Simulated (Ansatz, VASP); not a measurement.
## Two plane-wave programs on HfNbSe4

Contents of INCAR:

```
SYSTEM = HfNbSe4
ALGO = Normal
EDIFF = 1E-7
ENCUT = 520
GGA = PE
ISIF = 2
ISMEAR = 0
ISPIN = 2
LASPH = .True.
LCHARG = .True.
LELF = .True.
LMAXMIX = 4
LORBIT = 11
LREAL = .False.
LVHAR = .True.
LWAVE = .False.
MAGMOM = -0.02 2.75 -0.06 -0.06 0.05 0.05
NBANDS = 36
NELM = 150
PREC = Accurate
SIGMA = 0.1
```

The input KPOINTS:

```
k-points
0
Gamma
  4 4 4
  0 0 0
```

POSCAR

```
HfNbSe4
1.0
    2.8494074300     -5.6092138800      0.0000000000
    2.8494074300      5.6092138800      0.0000000000
    0.0000000000      0.0000000000      4.7411567900
Hf Nb Se
1 1 4
Direct
    0.0000000000      0.0000000000      0.5000000000
    0.5000000000      0.5000000000      0.0000000000
    0.1921309900      0.8078690100      0.0000000000
    0.8078690100      0.1921309900      0.0000000000
    0.0000000000      0.5000000000      0.5000000000
    0.5000000000      0.0000000000      0.5000000000
```

Input for Ansatz:

```yaml
crystal:
  lattice:
    - [2.84940743, -5.60921388, 0.0]
    - [2.84940743, 5.60921388, 0.0]
    - [0.0, 0.0, 4.74115679]
  atoms:
    - { symbol: Hf, position: [0.0, 0.0, 0.5] }
    - { symbol: Nb, position: [0.5, 0.5, 0.0] }
    - { symbol: Se, position: [0.19213099, 0.80786901, 0.0] }
    - { symbol: Se, position: [0.80786901, 0.19213099, 0.0] }
    - { symbol: Se, position: [0.0, 0.5, 0.5] }
    - { symbol: Se, position: [0.5, 0.0, 0.5] }
basis:
  ecutwfc: 420
kpoints:
  mp_grid: { grid: [4, 4, 4] }
hamiltonian:
  xc: pbe
scf:
  occupations: { method: gaussian, width: 0.1 }
  lower_state_search: "off"
output:
  forces: true
  stress: true
  eigenvalues: true
  populations: true
magnetization:
  spin_polarized: true
```

Change from the starting cell: species swapped into the SrCu4Ag type (Cmmm, No. 65).

Alike in both runs: task single point; functional PBE; k mesh 4 × 4 × 4; occupations gaussian, width 0.1 eV; collinear spin.

```csv
,VASP,Ansatz
version,VASP 6.6.1,Ansatz 0.2.0
potentials or method,"VASP PAW PBE potentials, release 64 (Hf_pv, Nb_sv, Se), cutoff 520 eV","scalar-relativistic, plane waves, PAW"
valence electrons in the cell,47,103
```

|  | VASP | Ansatz | Ansatz less VASP |
| --- | --- | --- | --- |
| gap on the k mesh at the Fermi level (eV) | none | none | - |
| pressure (GPa) | -6.2 | -6.1 | +0.10 |
| traceless stress, the component that is largest in VASP (GPa) | -8.89 | -8.85 | +0.042 |
| rms of the force components (eV/Å) | 0.557 | 0.554 | -0.0025 |
| net moment per atom (μB) | 0.51 | 0.51 | -0.002 |
| size of the moment on the site where the two differ most (μB) | 2.12 | 2.50 | +0.377 |

Site moments also hang on the region over which each program counts them. Atom by atom the forces differ by 0.003 eV/Å (rms over components). A gap of «none» marks a metal or a gap that the smearing closes. VASP's potentials hold 47 valence electrons a cell and Ansatz's 103, so a difference there can come from the potentials and not from the codes. Ansatz's warnings: no starting moments.

Spin-orbit coupling is off throughout.
